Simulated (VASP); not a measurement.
Input of a VASP 6.6.1 run:

The input INCAR:

```
PREC = Accurate
ENCUT = 520
EDIFF = 1E-6
ISMEAR = 0
SIGMA = 0.2
LREAL = F
LASPH = T
NELM = 80
ALGO = Normal
ISIF = 2
LWAVE = F
LCHARG = F
GGA = PE
NBANDS = 65
```

Contents of KPOINTS:

```
Automatic mesh
0
Gamma
  4 4 4
```

POSCAR

```
CaGe2N3
1.0
   -0.0347764486      0.1195479151     -5.2252116421
    5.3137565776     -3.5779573048      0.1065447461
   -4.7680460002     -2.6901818370      0.0480679085
Ca Ge N
2 4 6
Direct
    0.4723121128      0.7997884031      0.8095545848
    0.9713719734      0.1732282839      0.1426139684
    0.4884872967      0.4829045107      0.2025592756
    1.0012028057      0.8421813495      0.4844210157
    1.0052187792      0.4909730583      0.8268018761
    0.4943977732      0.1823543025      0.5167131220
    0.3349153500      0.9104784301      0.4621656110
    0.3630306800      0.4416367657      0.8294192478
    0.5135207870      0.1695887841      0.1691634772
    0.8669112458      0.5719020736      0.1724489020
    0.8498359256      0.1718295107      0.6077216331
    0.9507952706      0.7631345277      0.7764172864
```

Potentials or basis: VASP PAW PBE potentials, release 64 (Ca_sv, Ge_d, N).

Run with:

```bash
$ cat potpaw_PBE.64/Ca_sv/POTCAR potpaw_PBE.64/Ge_d/POTCAR potpaw_PBE.64/N/POTCAR > POTCAR
$ mpirun -np 1 vasp_std > vasp.out
```

**Question.** Estimate the pressure.

**Answer.** 0.0 GPa.

**Question.** Predict the largest force.

**Answer.** 0.062 eV/Å.

Stress tensor (GPa, compression positive):
```
-0.05  0.00  0.05
 0.00  0.00 -0.02
 0.05 -0.02 -0.07
```
